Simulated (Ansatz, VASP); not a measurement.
One calculation of InO, two programs

```xyz
4
Lattice="3.5264 0.0000 0.0000 -1.7632 3.0540 0.0000 0.0000 0.0000 14.9949" Properties=species:S:1:pos:R:3 pbc="T T T"
In    1.7632    1.0180    8.8399
In    1.7632    1.0180    6.1550
O     0.0000    0.0000    9.5949
O     0.0000    0.0000    5.4000
```

Alike in both runs: task single point; functional PBE; dispersion D3(BJ); k mesh 12 × 12 × 4; occupations gaussian, width 0.05 eV; no spin polarisation.

|  | VASP | Ansatz |
| --- | --- | --- |
| version | VASP 6.6.1 | Ansatz 0.2.0 |
| potentials or method | VASP PAW PBE potentials, release 64 (In_d, O), cutoff 600 eV | scalar-relativistic, plane waves, PAW |
| valence electrons in the cell | 38 | 38 |

VASP gave:

| Item | Value |
| --- | --- |
| gap on the k mesh at the Fermi level (eV) | 0.51 |
| least direct gap on the mesh (eV) | 1.02 |
| rms of the force components (eV/Å) | 0.422 |

**Question.** What did Ansatz give for the same quantities?

**Answer.** gap on the k mesh at the Fermi level (eV): 0.52; least direct gap on the mesh (eV): 1.03; rms of the force components (eV/Å): 0.435.

Atom by atom the forces differ by 0.017 eV/Å (rms over components). Ansatz's warnings: xc potential rough in thin density.
